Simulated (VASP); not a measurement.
# ScAl3N4 (strained along c): single point with PBE

ScAl3N4 (strained along c):

```xyz
32
Lattice="6.4682 0.0000 0.0000 -3.2341 5.6106 -0.0012 0.0000 -0.0022 10.2326" Properties=species:S:1:pos:R:3 pbc="T T T"
Al    0.0000    1.8799   -0.0058
Al   -1.5860    4.6861    0.0115
Al   -1.5884    4.6899    5.1139
Al    3.2341    1.8439    0.0122
Al    1.5860    4.6861    0.0115
Al    1.5884    4.6899    5.1139
Al    1.6274    0.9070    2.4889
Al    1.6258    0.9284    7.7490
Al    0.0000    3.7774    2.5280
Al    0.0000    3.7673    7.6960
Al    4.8408    0.9070    2.4889
Al    4.8424    0.9284    7.7490
Sc    0.0000    1.8494    5.0737
Sc    3.2341    1.7965    5.1019
Sc    3.2341    3.7634    2.4956
Sc    3.2341    3.7707    7.6620
N     0.0000    1.8842    1.9517
N     0.0000    1.8699    7.2081
N    -1.5160    4.7212    1.8960
N    -1.5109    4.7519    7.0490
N     3.2341    1.7695    1.9352
N     3.2341    1.7743    7.2007
N     1.5160    4.7212    1.8960
N     1.5109    4.7519    7.0490
N     1.6044    0.8125    4.3865
N     1.6101    0.9275    9.6716
N     0.0000    3.8354    4.4559
N     0.0000    3.7426    9.6263
N     4.8638    0.8125    4.3865
N     4.8580    0.9275    9.6716
N     3.2341    3.8196    4.6500
N     3.2341    3.7431    9.7995
```

```json
{
  "Program": "VASP 6.6.1",
  "Task": "single point",
  "Functional": "PBE",
  "Potentials or basis": "VASP PAW PBE potentials, release 64 (Al, Sc_sv, N)",
  "Cutoff": "520 eV",
  "k mesh": "3 × 3 × 2",
  "Occupations": "gaussian, width 0.01 eV",
  "Spin": "no spin polarisation"
}
```

| Property | Result |
| --- | --- |
| Pressure | -0.7 GPa |
| Largest force | 0.084 eV/Å |
| Band gap on the k mesh | 3.64 eV, direct |

Forces in eV/Å, atoms in the order of the input:
```
Al   0.000  0.001 -0.002
Al   0.001 -0.001  0.003
Al  -0.001 -0.002 -0.002
Al   0.000 -0.002  0.001
Al  -0.001 -0.001  0.003
Al   0.001 -0.002 -0.002
Al   0.002 -0.001  0.002
Al   0.000  0.001  0.000
Al   0.000  0.001 -0.001
Al   0.000  0.001  0.002
Al  -0.002 -0.001  0.002
Al   0.000  0.001  0.000
Sc   0.000  0.015  0.020
Sc   0.000  0.012  0.007
Sc   0.000 -0.005  0.014
Sc   0.000  0.007  0.006
N    0.000  0.000  0.000
N    0.000 -0.001  0.052
N    0.054  0.031 -0.019
N    0.052  0.030 -0.020
N    0.000 -0.061 -0.019
N    0.000 -0.066  0.041
N   -0.054  0.031 -0.019
N   -0.052  0.030 -0.020
N   -0.001 -0.069 -0.048
N    0.000 -0.001 -0.003
N    0.000  0.059 -0.019
N    0.000  0.002 -0.002
N    0.001 -0.069 -0.048
N    0.000 -0.001 -0.003
N    0.000  0.064  0.032
N    0.000  0.000  0.044
```

Stress tensor (GPa, compression positive):
```
-0.48  0.00  0.00
 0.00 -0.51  0.02
 0.00  0.02 -1.16
```

Levels at points of the mesh, in eV from the valence-band top:
| k point | band 76 | band 77 | band 78 | band 79 | band 80 | band 81 | band 82 | band 83 | band 84 | band 85 |
| --- | --- | --- | --- | --- | --- | --- | --- | --- | --- | --- |
| (0.00, 0.00, 0.00) | -0.35 | -0.32 | -0.29 | -0.08 | 0.00 | 3.64 | 3.98 | 4.01 | 4.24 | 4.28 |
| (0.00, 0.00, 0.50) | -0.36 | -0.35 | -0.33 | -0.29 | -0.01 | 3.84 | 4.05 | 4.06 | 4.25 | 4.36 |

Wall time 8.1 min on 1 thread of Intel(R) Xeon(R) Platinum 8488C (Sapphire Rapids), with other jobs on the host, peak memory 0.54 GiB.

A k mesh can miss the band edges. As with any semilocal functional, this PBE gap is likely too small.
